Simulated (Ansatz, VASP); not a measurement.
## NaCl in VASP and in Ansatz

```
CELL_PARAMETERS angstrom
0.00000 2.47376 3.71064
2.47376 0.00000 3.71064
2.47376 2.47376 0.00000
ATOMIC_POSITIONS crystal
Na 0.00000 0.00000 0.00000
Cl 0.50000 0.50000 0.50000
```

Alike in both runs: task single point; functional PBE; k mesh 8 × 8 × 8; occupations gaussian, width 0.05 eV; no spin polarisation.

|  | VASP | Ansatz |
| --- | --- | --- |
| version | VASP 6.6.1 | Ansatz 0.2.0 |
| potentials or method | VASP PAW PBE potentials, release 64 (Na_pv, Cl), cutoff 520 eV | scalar-relativistic, plane waves, PAW |
| valence electrons in the cell | 14 | 16 |

Ansatz gave:

```
gap on the k mesh at the Fermi level (eV)                     : 5.04
least direct gap on the mesh (eV)                             : 5.04
pressure (GPa)                                                : 9.2
traceless stress, the component that is largest in VASP (GPa) : -10.32
```

Task: Which values does VASP return?

Result: gap on the k mesh at the Fermi level (eV): 5.04; least direct gap on the mesh (eV): 5.04; pressure (GPa): 9.2; traceless stress, the component that is largest in VASP (GPa): -10.43.

VASP's potentials hold 14 valence electrons a cell and Ansatz's 16, so a difference there can come from the potentials and not from the codes.
